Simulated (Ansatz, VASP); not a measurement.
## C in VASP and in Ansatz

File INCAR:

```
ALGO     = Normal         # electronic algorithm
EDIFF    = 1E-7           # SCF threshold, eV
ENCUT    = 520            # plane-wave cutoff, eV
ISIF     = 2              # what is computed and relaxed
ISMEAR   = 0              # smearing method
LASPH    = True           # aspherical terms in the spheres
LCHARG   = False          # write CHGCAR
LREAL    = False          # projectors in reciprocal space
LWAVE    = False          # write WAVECAR
NBANDS   = 21             # bands
NELM     = 60             # most SCF steps
PREC     = Accurate       # precision mode
SIGMA    = 0.05           # smearing width, eV
```

File KPOINTS:

```
k-points
0
Gamma
  12 12 3
```

The input POSCAR:

```
C
1.0
    0.0000000000      2.4448680940      0.0000000000
   -2.1172982845      1.2224340470      0.0115975242
   -0.2932937543      1.0186950392      9.9906436504
C
6
Direct
    0.4444219950     -0.0277883742      0.1667332609
    0.5555331061      0.1944338481      0.8333999276
   -0.0000224494      0.5833227370      0.5000665943
    0.3333446716      0.9166717075      0.4999667391
    0.7777891161      0.3055605964      0.1666334057
   -0.1110997728      0.5277828186      0.8333000724
```

Input for Ansatz:

```yaml
crystal:
  lattice:
    - [0.0, 2.444868094, 0.0]
    - [-2.1172982845, 1.222434047, 0.0115975242]
    - [-0.2932937543, 1.0186950392, 9.9906436504]
  atoms:
    - { symbol: C, position: [0.444421995, -0.0277883742, 0.1667332609] }
    - { symbol: C, position: [0.5555331061, 0.1944338481, 0.8333999276] }
    - { symbol: C, position: [-2.24494e-05, 0.583322737, 0.5000665943] }
    - { symbol: C, position: [0.3333446716, 0.9166717075, 0.4999667391] }
    - { symbol: C, position: [0.7777891161, 0.3055605964, 0.1666334057] }
    - { symbol: C, position: [-0.1110997728, 0.5277828186, 0.8333000724] }
basis:
  ecutwfc: 420
kpoints:
  mp_grid: { grid: [12, 12, 3] }
hamiltonian:
  xc: lda
scf:
  occupations: { method: gaussian, width: 0.05 }
output:
  forces: true
  stress: true
  eigenvalues: true
```

Alike in both runs: task single point; functional LDA; k mesh 12 × 12 × 3; occupations gaussian, width 0.05 eV; no spin polarisation.

|  | VASP | Ansatz |
| --- | --- | --- |
| version | VASP 6.6.1 | Ansatz 0.2.0 |
| potentials or method | VASP PAW LDA potentials, release 64 (C), cutoff 520 eV | scalar-relativistic, plane waves, PAW |
| valence electrons in the cell | 24 | 24 |

|  | VASP | Ansatz | Ansatz less VASP |
| --- | --- | --- | --- |
| gap on the k mesh at the Fermi level (eV) | 0.12 | 0.12 | 0.000 |
| least direct gap on the mesh (eV) | 0.12 | 0.12 | 0.000 |
| pressure (GPa) | 1.0 | 0.1 | -0.82 |
| traceless stress, the component that is largest in VASP (GPa) | -0.56 | 0.37 | +0.931 |
| rms of the force components (eV/Å) | 0.017 | 0.017 | -0.0001 |

LDA's correlation is that of Perdew and Zunger in VASP and of Perdew and Wang (1992) in Ansatz. Atom by atom the forces differ by 0.000 eV/Å (rms over components).
